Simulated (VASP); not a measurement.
Set up this calculation in VASP 6.6.1, as the native input.

| Property | Result |
| --- | --- |
| Task | single point |
| Functional | PBEsol |
| Potentials or basis | VASP PAW PBE potentials, release 64 (Mo_sv) |
| Cutoff | 520 eV |
| k mesh | 12 × 12 × 11 |
| Occupations | methfessel-paxton, width 0.1 eV |
| Spin | no spin polarisation |
| Dipole correction | no |
| Further INCAR settings | ALGO = Normal; EDIFF = 1e-07; NBANDS = 13 |

The structure of Mo lies in POSCAR:

```
Mo
1.0
    2.6985391166      0.0000000000      0.0000000000
   -1.3492695583      2.3370032778      0.0000000000
    0.0000000000      0.0000000000      2.5206472937
Mo
1
Direct
    0.0000000000      0.0000000000      0.5000000000
```

The input as run:

INCAR

```
PREC = Accurate
ENCUT = 520
EDIFF = 1E-7
ISMEAR = 1
SIGMA = 0.1
LREAL = False
LASPH = True
NELM = 60
ALGO = Normal
ISIF = 2
LWAVE = False
LCHARG = False
GGA = PS
NBANDS = 13
```

KPOINTS

```
regular mesh
0
Gamma
  12 12 11
```

Potentials or basis: VASP PAW PBE potentials, release 64 (Mo_sv).

The run is started by

```sh
$ cat potpaw_PBE.64/Mo_sv/POTCAR > POTCAR
$ mpirun -np 1 vasp_std > vasp.out
```

It gave:

```yaml
Pressure: 5.1 GPa
Band_gap_on_the_k_mesh: zero (band 7 reaches 13.07 eV, above the bottom of band 8 at 11.09 eV)
```

Caveat: the PAW data sets were made with another functional, which shifts forces and pressure a little.

Run time: 22 s on 1 thread of Intel Xeon 8259CL, with other jobs on the host, peak memory 0.14 GiB.
